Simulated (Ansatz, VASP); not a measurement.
**KBr in VASP and in Ansatz**

```
K Br
1.0
     0.00000    3.27453    3.27453
     3.27453    0.00000    3.27453
     3.27453    3.27453    0.00000
K Br
1 1
Direct
  0.00000 0.00000 0.00000
  0.50000 0.50000 0.50000
```

Alike in both runs: task single point; functional PBEsol; k mesh 6 × 6 × 6; no spin polarisation.

|  | VASP | Ansatz |
| --- | --- | --- |
| version | VASP 6.6.1 | Ansatz 0.2.0 |
| potentials or method | VASP PAW PBE potentials, release 64 (K_sv, Br) | PAW with Ansatz's default frozen-core files, scalar-relativistic |
| plane-wave cutoff (eV) | 520 | 420 |
| occupations | gaussian, width 0.01 eV | fixed |
| valence electrons in the cell | 16 | 16 |

```tsv
	VASP	Ansatz	Ansatz less VASP
gap on the k mesh at the Fermi level (eV)	4.34	4.34	+0.003
pressure (GPa)	0.1	0.0	-0.05
```

VASP's potentials were made for PBE, not for PBEsol.
